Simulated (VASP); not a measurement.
# I: single point with BLYP

Crystal: I.

```
CELL_PARAMETERS angstrom
0.00000 2.38127 3.93573
2.20676 0.00000 3.93573
2.20676 2.38127 0.00000
ATOMIC_POSITIONS crystal
I 0.00000 0.00000 0.00000
```

| Item | Value |
| --- | --- |
| Program | VASP 6.6.1 |
| Task | single point |
| Functional | BLYP |
| Potentials or basis | VASP PAW PBE potentials, release 64 (I) |
| Cutoff | 520 eV |
| k mesh | 9 × 9 × 9 |
| Occupations | fermi-dirac, width 0.05 eV |
| Spin | no spin polarisation |
| Dipole correction | no |
| Further INCAR settings | ALGO = Normal; EDIFF = 1e-06; NBANDS = 10 |

```yaml
Pressure: 2.5 GPa
Band_gap_on_the_k_mesh: zero (an odd number of electrons rules out a gap without spin polarisation)
```

Stress tensor (GPa, compression positive):
```
2.89 0.00 0.00
0.00 2.63 0.00
0.00 0.00 1.96
```

Levels at points of the mesh, in eV from the Fermi level:
```
           k point  band 2  band 3  band 4  band 5  band 6  band 7
(0.00, 0.00, 0.00)   -1.87    0.72    0.99    4.68    7.64    8.37
```

It took 59 s on 1 thread of Intel Xeon 8259CL, with other jobs on the host, peak memory 0.2 GiB.

Caveat: the PAW data sets were made with another functional, which shifts forces and pressure a little; spin-orbit coupling is left out, which moves the levels of the heavy elements; an odd number of electrons without spin polarisation forces a metal; a magnetic or distorted state may lie lower.
